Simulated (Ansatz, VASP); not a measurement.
## P2Pt3 in VASP and in Ansatz

```
CELL_PARAMETERS angstrom
3.99495 0.00000 0.00000
-1.99747 3.45973 0.00000
0.00000 0.00000 5.83744
ATOMIC_POSITIONS crystal
P 0.33333 0.66667 0.77224
P 0.66667 0.33333 0.22776
Pt 0.00000 0.00000 0.00000
Pt 0.66667 0.33333 0.64765
Pt 0.33333 0.66667 0.35235
```

Alike in both runs: functional PBE; k mesh 6 × 6 × 4; occupations gaussian, width 0.1 eV; no spin polarisation.

Ansatz relaxed the structure, and its values are those at the end. VASP's run is a single point on that final structure, the one shown.

```csv
,VASP,Ansatz
version,VASP 6.6.1,Ansatz 0.2.0
potentials or method,"VASP PAW PBE potentials, release 64 (P, Pt), cutoff 520 eV","scalar-relativistic, plane waves, PAW"
valence electrons in the cell,40,64
```

```csv
,VASP,Ansatz,Ansatz less VASP
gap on the k mesh at the Fermi level (eV),none,none,-
pressure (GPa),0.0,0.3,+0.21
rms of the force components (eV/Å),0.010,0.012,+0.0024
```

A gap of «none» marks a metal or a gap that the smearing closes. VASP's potentials hold 40 valence electrons a cell and Ansatz's 64, so a difference there can come from the potentials and not from the codes.

Neither program's run includes spin-orbit coupling.
